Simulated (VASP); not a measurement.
# SnTe: single point with LDA

The system is SnTe.

```xyz
2
Lattice="0.0000 3.6820 3.6820 3.6820 0.0000 3.6820 3.6820 3.6820 0.0000" Properties=species:S:1:pos:R:3 pbc="T T T"
Sn    0.0000    0.0000    0.0000
Te    5.5230    5.5230    5.5230
```

```
Program                : VASP 6.6.1
Task                   : single point
Functional             : LDA
Potentials or basis    : VASP PAW LDA potentials, release 64 (Sn_d, Te)
Cutoff                 : 520 eV
k mesh                 : 6 × 6 × 6
Occupations            : gaussian, width 0.01 eV
Spin                   : no spin polarisation
Dipole correction      : no
Further INCAR settings : ALGO = Normal; EDIFF = 1e-07; NBANDS = 17
```

| Property | Result |
| --- | --- |
| Pressure | -3.2 GPa |
| Band gap on the k mesh | 0.32 eV, indirect (least direct gap 0.78 eV) |

Levels at points of the mesh, in eV from the valence-band top:
| k point | band 7 | band 8 | band 9 | band 10 | band 11 | band 12 | band 13 | band 14 |
| --- | --- | --- | --- | --- | --- | --- | --- | --- |
| (0.00, 0.00, 0.00) | -5.22 | -1.56 | -1.56 | -1.56 | 1.22 | 1.22 | 1.22 | 4.10 |
| (0.50, 0.00, 0.00) | -6.71 | -2.06 | -2.06 | -1.80 | 1.98 | 1.98 | 3.30 | 5.69 |
| (0.50, 0.50, 0.00) | -7.04 | -2.67 | -2.67 | -0.46 | 0.32 | 3.82 | 3.82 | 5.42 |

Wall time 22 s on 1 thread of AMD EPYC 7R43 64-Core Processor (Zen 3) (shared host), peak memory 0.16 GiB.

Caveat: spin-orbit coupling is left out, which moves the levels of the heavy elements. A k mesh can miss the band edges.
